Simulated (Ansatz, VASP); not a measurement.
# Rh: VASP beside Ansatz

```
Rh
1.0
     0.00000    1.91499    1.91499
     1.91499    0.00000    1.91499
     1.91499    1.91499    0.00000
Rh
1
Cartesian
  0.0000 0.0000 0.0000
```

Alike in both runs: task single point; functional r2SCAN; k mesh 18 × 18 × 18; occupations gaussian, width 0.1 eV; no spin polarisation.

|  | VASP | Ansatz |
| --- | --- | --- |
| version | VASP 6.6.1 | Ansatz 0.2.0 |
| potentials or method | VASP PAW PBE potentials, release 64 (Rh_sv_GW), cutoff 580 eV | scalar-relativistic, plane waves, PAW |
| valence electrons in the cell | 17 | 17 |

VASP gave:

| Quantity | Value |
| --- | --- |
| gap on the k mesh at the Fermi level (eV) | none |
| pressure (GPa) | -7.8 |

Problem. What did Ansatz give for the same quantities?

Solution. gap on the k mesh at the Fermi level (eV): none; pressure (GPa): -6.3.

VASP's potentials were made for PBE, not for r2SCAN. A gap of «none» marks a metal or a gap that the smearing closes. With one functional, cell and mesh, what is left measures potentials, basis and numerics.
